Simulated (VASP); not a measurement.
Runs of VASP 6.6.1 on MgI2. The structure is that of space group P-3m1 (No. 164), or close to it. The cells are those of the table. 

| cell | gap on the mesh (eV) | pressure (GPa) | largest force (eV/Å) |
| --- | --- | --- | --- |
| a = 4.486, b = 4.486, c = 6.862 Å, angles 90.0, 90.0, 120.0°, 3 atoms | 2.69 | -3.6 | 0.41 |
| a = 4.154, b = 4.154, c = 7.136 Å, angles 90.0, 90.0, 120.0°, 3 atoms | 3.45 | (c) | 0.26 |
| a = 4.154, b = 4.154, c = 7.411 Å, angles 90.0, 90.0, 120.0°, 3 atoms | (a) | -2.2 | 0.52 |
| a = 4.486, b = 4.486, c = 6.588 Å, angles 90.0, 90.0, 120.0°, 3 atoms | 2.57 | (b) | 0.20 |
| a = 4.320, b = 4.320, c = 6.862 Å, angles 90.0, 90.0, 120.0°, 3 atoms | 3.15 | -2.3 | 0.22 |
| a = 4.486, b = 4.486, c = 7.411 Å, angles 90.0, 90.0, 120.0°, 3 atoms | 2.85 | -4.5 | 0.79 |
| a = 4.320, b = 4.320, c = 7.411 Å, angles 90.0, 90.0, 120.0°, 3 atoms | 3.15 | -3.6 | 0.68 |
| a = 4.486, b = 4.486, c = 6.313 Å, angles 90.0, 90.0, 120.0°, 3 atoms | 2.44 | -2.2 | 0.02 |

Alike in all rows: task single point; level PBE+D3(BJ); potentials or basis VASP PAW PBE potentials, release 64 (Mg, I); no spin polarisation; k mesh 6 × 6 × 4; cutoff (eV) 520; smearing gaussian 0.05 eV.

Q: Estimate the missing entries.

A: (a) 3.28; (b) -3.0; (c) -1.4.

Caveats: spin-orbit coupling is left out, which moves the levels of the heavy elements; the cell stands under tension (at least some runs).

A k mesh can miss the band edges, and the runs leave out spin-orbit coupling on I.
